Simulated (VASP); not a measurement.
# Be3Ag (Pm-3m) in VASP: relaxation of cell and atoms with PBE

Aim: the relaxation of cell and atoms of Be3Ag with PBE.

Program: VASP 6.6.1. These are calculated values, not measurements. Logs are shortened: lines on timing, memory, paths and dates and some standing lists are left out, and cuts for length are marked.

## 1. The cell of the first run

The structure is cubic, space group Pm-3m (No. 221). The conventional cell has a = 3.458 Å, b = 3.458 Å, c = 3.458 Å, α = 90.00°, β = 90.00°, γ = 90.00°. Be (site symmetry 4/mmm) has 8 Be at 2.44 Å and 4 Ag at 2.44 Å within 3.2 Å. Ag (site symmetry m-3m) has 12 Be at 2.44 Å within 3.2 Å.

## 2. Relaxation of cell and atoms, PBE

Contents of INCAR:

```
PREC     = Accurate       # precision mode
ENCUT    = 600            # plane-wave cutoff, eV
EDIFF    = 1E-6           # SCF threshold, eV
ISMEAR   = 0              # smearing method
SIGMA    = 0.1            # smearing width, eV
LREAL    = False          # projectors in reciprocal space
LASPH    = True           # aspherical terms in the spheres
NELM     = 100            # most SCF steps
ALGO     = Normal         # electronic algorithm
ISIF     = 3              # what is computed and relaxed
LWAVE    = False          # write WAVECAR
LCHARG   = False          # write CHGCAR
GGA      = PE             # functional
IBRION   = 2              # ionic algorithm
NSW      = 100            # ionic steps
EDIFFG   = -0.01          # ionic threshold
```

Contents of KPOINTS:

```
Automatic mesh
0
Gamma
  14 14 14
```

Contents of POSCAR:

```
Be3Ag
1.0
    3.4576985809      0.0000000000      0.0000000000
    0.0000000000      3.4576985809      0.0000000000
    0.0000000000      0.0000000000      3.4576985809
Be Ag
3 1
Direct
    0.0000000000      0.5000000000      0.5000000000
    0.5000000000      0.0000000000      0.5000000000
    0.5000000000      0.5000000000      0.0000000000
    0.0000000000      0.0000000000      0.0000000000
```

Potentials or basis: VASP PAW PBE potentials, release 64 (Be, Ag).

Launch:

```sh
$ cat potpaw_PBE.64/Be/POTCAR potpaw_PBE.64/Ag/POTCAR > POTCAR
$ mpirun -np 1 vasp_std > vasp.out
```

OUTCAR:

```text
PREC = Accurate
   ENCUT = 600
   EDIFF = 1E-6
   ISMEAR = 0
   LREAL = False
   LASPH = True
   NELM = 100
   ISIF = 3
   GGA = PE
   IBRION = 2
   NSW = 100
   EDIFFG = -0.01

 ion  position               nearest neighbor table
   1  0.000  0.500  0.500-   4 2.44   4 2.44   4 2.44   4 2.44
   2  0.500  0.000  0.500-   4 2.44   4 2.44   4 2.44   4 2.44
   3  0.500  0.500  0.000-   4 2.44   4 2.44   4 2.44   4 2.44
   4  0.000  0.000  0.000-   1 2.44   2 2.44   3 2.44   1 2.44   2 2.44   1 2.44   3 2.44   1 2.44
                             2 2.44   3 2.44   2 2.44   3 2.44

  LATTYP: Found a simple cubic cell.
 ALAT       =     3.4576985809

  Lattice vectors:

 A1 = (   3.4576985809,   0.0000000000,   0.0000000000)
 A2 = (   0.0000000000,   3.4576985809,   0.0000000000)
 A3 = (   0.0000000000,   0.0000000000,   3.4576985809)

Analysis of symmetry for initial positions (statically):
=====================================================================
 Subroutine PRICEL returns:
 Original cell was already a primitive cell.

 Routine SETGRP: Setting up the symmetry group for a
 simple cubic supercell.

 Subroutine GETGRP returns: Found 48 space group operations
 (whereof 48 operations were pure point group operations)
 out of a pool of 48 trial point group operations.

The static configuration has the point symmetry O_h .

Analysis of symmetry for dynamics (positions and initial velocities):
=====================================================================
 Subroutine PRICEL returns:
 Original cell was already a primitive cell.

 Routine SETGRP: Setting up the symmetry group for a
 simple cubic supercell.

 Subroutine GETGRP returns: Found 48 space group operations
 (whereof 48 operations were pure point group operations)
 out of a pool of 48 trial point group operations.

The dynamic configuration has the point symmetry O_h .

 Subroutine INISYM returns: Found 48 space group operations
 (whereof 48 operations are pure point group operations),
 and found     1 'primitive' translations

----------------------------------------------------------------------------------------

                                     Primitive cell

  volume of cell :      41.3391

  direct lattice vectors                    reciprocal lattice vectors
     3.457698581  0.000000000  0.000000000     0.289209709  0.000000000  0.000000000
     0.000000000  3.457698581  0.000000000     0.000000000  0.289209709  0.000000000
     0.000000000  0.000000000  3.457698581     0.000000000  0.000000000  0.289209709

  length of vectors
     3.457698581  3.457698581  3.457698581     0.289209709  0.289209709  0.289209709

  position of ions in fractional coordinates (direct lattice)
     0.000000000  0.500000000  0.500000000
     0.500000000  0.000000000  0.500000000
     0.500000000  0.500000000  0.000000000
     0.000000000  0.000000000  0.000000000

  ion indices of the primitive-cell ions
   primitive index   ion index
                 1           1
                 2           2
                 3           3
                 4           4

----------------------------------------------------------------------------------------

 KPOINTS: Automatic mesh

Automatic generation of k-mesh.
 Grid dimensions read from file:
 generate k-points for:   14   14   14

 Generating k-lattice:

  Cartesian coordinates                     Fractional coordinates (reciprocal lattice)
     0.020657836  0.000000000  0.000000000     0.071428571  0.000000000  0.000000000
     0.000000000  0.020657836  0.000000000     0.000000000  0.071428571  0.000000000
     0.000000000  0.000000000  0.020657836     0.000000000  0.000000000  0.071428571

  Length of vectors
     0.020657836  0.020657836  0.020657836

  Shift w.r.t. Gamma in fractional coordinates (k-lattice)
     0.000000000  0.000000000  0.000000000

 Subroutine IBZKPT returns following result:
 ===========================================

 Found    120 irreducible k-points:

 Following reciprocal coordinates:
            Coordinates               Weight
  0.000000  0.000000  0.000000      1.000000
  0.071429  0.000000  0.000000      6.000000
  0.142857  0.000000  0.000000      6.000000
  0.214286  0.000000  0.000000      6.000000
  0.285714  0.000000  0.000000      6.000000
  0.357143  0.000000  0.000000      6.000000
[... 16 lines left out ...]
  0.285714  0.214286  0.000000     24.000000
  0.357143  0.214286  0.000000     24.000000
 [... further k-points ...]
   k-points           NKPTS =    120   k-points in BZ     NKDIM =    120   number of bands    NBANDS=     12
   number of dos      NEDOS =    301   number of ions     NIONS =      4
   total plane-waves  NPLWV =  21952
   dimension x,y,z NGX =    28 NGY =   28 NGZ =   28
   dimension x,y,z NGXF=    56 NGYF=   56 NGZF=   56
   ions per type =               3   1
   NGX,Y,Z   is equivalent  to a cutoff of  13.46, 13.46, 13.46 a.u.
   NGXF,Y,Z  is equivalent  to a cutoff of  26.92, 26.92, 26.92 a.u.
 SYSTEM =  unknown system
   PREC   = accura    normal or accurate (medium, high low for compatibility)
   ISTART =      0    job   : 0-new  1-cont  2-samecut
   ICHARG =      2    charge: 1-file 2-atom 10-const
   ISPIN  =      1    spin polarized calculation?
   LNONCOLLINEAR =      F non collinear calculations
   LSORBIT =      F    spin-orbit coupling
   LASPH  =      T    aspherical Exc in radial PAW
   ENCUT  =  600.0 eV  44.10 Ry    6.64 a.u.   6.91  6.91  6.91*2*pi/ulx,y,z
   NELM   =    100;   NELMIN=  2; NELMDL= -5     # of ELM steps
   EDIFF  = 0.1E-05   stopping-criterion for ELM
   LREAL  =      F    real-space projection
   EDIFFG = -.1E-01   stopping-criterion for IOM
   NSW    =    100    number of steps for IOM
   IBRION =      2    ionic relax: 0-MD 1-quasi-New 2-CG
   NFREE  =      1    steps in history (QN), initial steepest desc. (CG)
   ISIF   =      3    stress and relaxation
   ISYM   =      2    0-nonsym 1-usesym 2-fastsym
   POTIM  = 0.5000    time-step for ionic-motion
   TEBEG  =    0.0;   TEEND  =   0.0 temperature during run
   PSTRESS=    0.0 pullay stress
   NELECT =      17.0000    total number of electrons
   NUPDOWN=      -1.0000    fix difference up-down
   EMIN   =  10.00;   EMAX   =-10.00  energy-range for DOS
   EFERMI =   0.00;   METHOD = LEGACY
   ISMEAR =     0;   SIGMA  =   0.10  broadening in eV -4-tet -1-fermi 0-gaus
   EFERMI_NEDOS =   21; number of points for ismear=-14 and -15
   IALGO  =     38    algorithm
   IMIX   =      4    mixing-type and parameters
     AMIX     =   0.40;   BMIX     =  1.00
     AMIX_MAG =   1.60;   BMIX_MAG =  1.00
  volume/ion in A,a.u.               =      10.33        69.74
  Fermi-wavevector in a.u.,A,eV,Ry     =   1.217411  2.300574 20.165063  1.482090
  Thomas-Fermi vector in A             =   2.352733
   LORBIT       =      0    0 simple, 1 ext, 2 COOP (PROOUT), +10 PAW based schemes
   GGA     = PE    functional components
   LHFCALC =     F    Hartree Fock is set to
   AEXX    =    0.0000 exact exchange contribution
   IVDW    =     0    specifies the selected vdW correction
   LEPSILON=     F    determine dielectric tensor
   LRPA    =     F    only Hartree local field effects (RPA)
 conjugate gradient relaxation of ions
 non-spin polarized calculation
 Gauss-broadening in eV      SIGMA  =   0.10
  energy-cutoff  :      600.00
  volume of cell :       41.34
 maximum number of plane-waves:      1406
 NGX is ok and might be reduce to    28
   NGX = 13   NGY = 13   NGZ = 13

--------------------------------------- Ionic step        1  -------------------------------------------

 number of electron      17.0000004 magnetization

 Free energy of the ion-electron system (eV)
  ---------------------------------------------------
  ext. energy  EPLUGINS =         0.00000000
  ---------------------------------------------------
  free energy    TOTEN  =       -13.23308073 eV

  energy without entropy =      -13.22894103  energy(sigma->0) =      -13.23101088

------------------------ aborting loop because EDIFF is reached ----------------------------------------

  FORCE on cell =-STRESS in cart. coord.  units (eV):
  Direction    XX          YY          ZZ          XY          YZ          ZX
  --------------------------------------------------------------------------------------
  -------------------------------------------------------------------------------------
  Total        0.8394597      0.8394597      0.8394597     -0.0000000     -0.0000000      0.0000000
  in kB       32.5348655     32.5348655     32.5348655     -0.0000000     -0.0000000      0.0000000
  external PRESSURE =      32.5348655 kB  Pullay stress =       0.0000000 kB
[... 61 lines left out ...]
  energy  without entropy=      -13.2388457203  energy(sigma->0) =      -13.24090611

--------------------------------------- Ionic step        3  -------------------------------------------

 number of electron      17.0000004 magnetization

 Free energy of the ion-electron system (eV)
  ---------------------------------------------------
  ext. energy  EPLUGINS =         0.00000000
  ---------------------------------------------------
  free energy    TOTEN  =       -13.24344652 eV

  energy without entropy =      -13.23932432  energy(sigma->0) =      -13.24138542

 E-fermi :   7.6693     XC(G=0): -11.1791

 val. band max:        7.6606278933   @ k =   0.5000   0.2143   0.0714
 cond. band min:       7.7183442186   @ k =   0.2143   0.1429   0.0000
 fundamental gap:      0.0577163253
 Fermi energy:         7.6693176198

 k-point     1 :       0.0000    0.0000    0.0000
  band No.  band energies     occupation
      1      -2.4758      2.00000
      2       0.8650      2.00000
      3       0.8650      2.00000
      4       1.8798      2.00000
      5       1.8798      2.00000
      6       1.8798      2.00000
      7       6.4569      2.00000
      8       6.4569      2.00000
      9       6.4569      2.00000
     10      12.0926      0.00000
     11      13.4608      0.00000
     12      13.4608      0.00000
[... 331 lines left out ...]
 k-point    24 :       0.3571    0.2143    0.0000
  band No.  band energies     occupation
      1      -0.7524      2.00000
      2       0.6014      2.00000
      3       1.0762      2.00000
      4       1.3413      2.00000
      5       1.4863      2.00000
      6       1.6647      2.00000
      7       3.6906      2.00000
      8       6.4289      2.00000
      9       9.3744      0.00000
     10       9.4725      0.00000
     11      12.8353      0.00000
     12      13.8217      0.00000

 [... further k-points ...]

------------------------ aborting loop because EDIFF is reached ----------------------------------------

  FORCE on cell =-STRESS in cart. coord.  units (eV):
  Direction    XX          YY          ZZ          XY          YZ          ZX
  --------------------------------------------------------------------------------------
  -------------------------------------------------------------------------------------
  Total       -0.0082215     -0.0082215     -0.0082215      0.0000000     -0.0000000      0.0000000
  in kB       -0.3108303     -0.3108303     -0.3108303      0.0000000     -0.0000000      0.0000000
  external PRESSURE =      -0.3108303 kB  Pullay stress =       0.0000000 kB
[... 19 lines left out ...]
  FREE ENERGIE OF THE ION-ELECTRON SYSTEM (eV)
  ---------------------------------------------------
  free  energy   TOTEN  =       -13.2434465192 eV

  energy  without entropy=      -13.2393243250  energy(sigma->0) =      -13.24138542

 reached required accuracy - stopping structural energy minimisation
```

Run time: 91 s. Hardware: 1 thread of AMD EPYC 7R43 (Zen 3), shared host; peak memory 0.19 GiB.

Results:

- Free energy: -13.2434 eV
- Relaxed volume: 10.59 Å³/atom
- Relaxed cell: a = 3.486 Å, b = 3.486 Å, c = 3.486 Å, α = 90.00°, β = 90.00°, γ = 90.00°
- Space group after relaxing (to 0.1 Å): Pm-3m (No. 221)
- Energy gained by relaxing: 2.6 meV/atom
- Ionic steps: 3
- Pressure after relaxing: 0.0 GPa
- Band gap on the k mesh: zero (an odd number of electrons rules out a gap without spin polarisation)

The path:
| step | energy change (eV) | largest force (eV/Å) | pressure (GPa) | volume (Å³) |
| --- | --- | --- | --- | --- |
| 1 | 0.0000 | 0.0000 | 3.25 | 41.34 |
| 2 | -0.0099 | 0.0000 | -0.67 | 42.61 |
| 3 | -0.0104 | 0.0000 | -0.03 | 42.38 |

Final structure:
```cif
data_structure
_symmetry_space_group_name_H-M 'P 1'
_symmetry_Int_Tables_number 1
_cell_length_a 3.4864
_cell_length_b 3.4864
_cell_length_c 3.4864
_cell_angle_alpha 90.000
_cell_angle_beta 90.000
_cell_angle_gamma 90.000
_cell_volume 42.38
loop_
_atom_site_label
_atom_site_type_symbol
_atom_site_fract_x
_atom_site_fract_y
_atom_site_fract_z
_atom_site_occupancy
Be1 Be 0.00000 0.50000 0.50000 1
Be2 Be 0.50000 0.00000 0.50000 1
Be3 Be 0.50000 0.50000 0.00000 1
Ag1 Ag 0.00000 0.00000 0.00000 1
```

Levels at points of the mesh, in eV from the Fermi level:
```tsv
k point	band 6	band 7	band 8	band 9	band 10	band 11	band 12
(0.00, 0.00, 0.00)	-5.79	-1.21	-1.21	-1.21	4.42	5.79	5.79
(0.50, 0.00, 0.00)	-5.75	-4.95	2.50	2.50	2.82	2.82	4.24
(0.50, 0.50, 0.00)	-4.51	-4.51	-3.30	-2.51	3.93	6.09	6.09
(0.50, 0.50, 0.50)	-3.82	-3.15	-3.15	-3.15	1.30	2.08	2.08
```
